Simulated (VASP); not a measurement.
Write the native input for VASP 6.6.1 that does the following.

```
Task                   : relaxation of cell and atoms
Functional             : PBE
Potentials or basis    : VASP PAW PBE potentials, release 64 (Si, Bi_d, S)
Cutoff                 : 600 eV
k mesh                 : 3 × 3 × 4
Occupations            : gaussian, width 0.1 eV
Spin                   : no spin polarisation
Dipole correction      : no
Further INCAR settings : ALGO = Normal; EDIFF = 1e-06; IBRION = 2; EDIFFG = -0.04; NSW = 90; ISIF = 3
```

The structure of SiBiS lies in POSCAR:

```
SiBiS
1.0
    6.2442795900      0.0000000000      0.0000000000
   -3.1221398000      5.4077047500      0.0000000000
    0.0000000000      0.0000000000      4.7678107000
Si Bi S
2 2 2
Direct
    0.3333333300      0.6666666700      0.7500000000
    0.6666666700      0.3333333300      0.2500000000
    0.3333333300      0.6666666700      0.2500000000
    0.6666666700      0.3333333300      0.7500000000
    0.0000000000      0.0000000000      0.0000000000
    0.0000000000      0.0000000000      0.5000000000
```

These files were run (other wordings do the same):

INCAR

```
PREC = Accurate ; ENCUT = 600
EDIFF = 1E-6 ; ISMEAR = 0
SIGMA = 0.1 ; LREAL = False
LASPH = True ; NELM = 60
ALGO = Normal ; ISIF = 3
LWAVE = False ; LCHARG = False
GGA = PE ; IBRION = 2
NSW = 90 ; EDIFFG = -0.04
```

KPOINTS

```
regular mesh
0
Gamma
  3 3 4
```

Potentials or basis: VASP PAW PBE potentials, release 64 (Si, Bi_d, S).

Run with:

```bash
$ cat potpaw_PBE.64/Si/POTCAR potpaw_PBE.64/Bi_d/POTCAR potpaw_PBE.64/S/POTCAR > POTCAR
$ mpirun -np 1 vasp_std > vasp.out
```

It gave:

| Property | Result |
| --- | --- |
| Relaxed volume | 21.31 Å³/atom |
| Relaxed cell | a = 5.135 Å, b = 5.135 Å, c = 5.599 Å, α = 90.00°, β = 90.00°, γ = 120.00° |
| Space group after relaxing (to 0.05 Å) | P6_3/mmc (No. 194) |
| Energy gained by relaxing | 731.0 meV/atom |
| Ionic steps | 15 |
| Pressure after relaxing | 0.2 GPa |
| Band gap on the k mesh | zero (band 25 reaches 8.15 eV, above the bottom of band 26 at 5.26 eV) |

Caveat: the k points lie up to 0.47 Å⁻¹ apart in the final cell; the volume moved by over 15 % at a fixed basis, so the end points are rough; spin-orbit coupling is left out, which moves the levels of the heavy elements.

It took 6.2 min on 1 thread of AMD EPYC 9R45 96-Core Processor (Zen 5) (shared host), peak memory 0.32 GiB.
